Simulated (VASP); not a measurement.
Crystal: MnO.

```
Mn O
1.0
     2.67239    0.00000    2.67239
     0.00000    2.67239    2.67239
     0.00000    0.00000    5.34478
Mn O
2 2
Direct
  0.00000 0.00000 0.00000
  0.00000 0.00000 0.50000
  0.50000 0.50000 0.75000
  0.50000 0.50000 0.25000
```

Base run:

```yaml
Program: VASP 6.6.1
Functional: LDA
Potentials_or_basis: VASP PAW LDA potentials, release 64 (Mn_pv, O)
Cutoff: 600 eV
k_mesh: 7 × 7 × 7
Occupations: gaussian, width 0.05 eV
Spin: collinear spin, ferromagnetic start
Starting_moments: "[4.35, 4.35, 0.19, 0.19] μB"
Hubbard_terms: Mn d U = 6.0 eV
```

Its results: pressure 10.0 GPa; site moments Mn +4.64; O +0.16 μB.

Question: The run is repeated on the same cell with these changes: moments at the start from [4.35, 4.35, 0.19, 0.19] to [2.5, 2.5, 0.0, 0.0]; fixed moment from none to 5 μB. What comes out?

Answer: Pressure -25.5 GPa; site moments Mn +2.65; O -0.21 μB.

Caveats: only a ferromagnetic start was run, and an antiferromagnetic order may lie lower in energy; the total moment is fixed, so each spin has its own Fermi level (some runs).
